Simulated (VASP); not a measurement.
A run of VASP 6.6.1 is set up as follows.

File INCAR:

```
  PREC = Accurate
  ENCUT = 520
  EDIFF = 1E-6
  ISMEAR = -1
  SIGMA = 0.05
  LREAL = False
  LASPH = True
  NELM = 100
  ALGO = Normal
  ISIF = 2
  LWAVE = False
  LCHARG = False
  NBANDS = 14
```

KPOINTS

```
regular mesh
0
Gamma
  9 9 7
```

Contents of POSCAR:

```
HfN
1.0
    3.4332100000      0.0000000000      0.0000000000
   -1.7166000000      2.9732400000      0.0000000000
    0.0000000000      0.0000000000      3.9698200000
Hf N
1 1
Direct
    0.0000000000      0.0000000000      0.5000000000
    0.0000000000      0.0000000000      0.0000000000
```

Potentials or basis: VASP PAW LDA potentials, release 64 (Hf_pv, N).

Command:

```console
$ cat potpaw_LDA.64/Hf_pv/POTCAR potpaw_LDA.64/N/POTCAR > POTCAR
$ mpirun -np 1 vasp_std > vasp.out
```

(1) Predict the pressure.

## Answers

(1) -5.4 GPa.
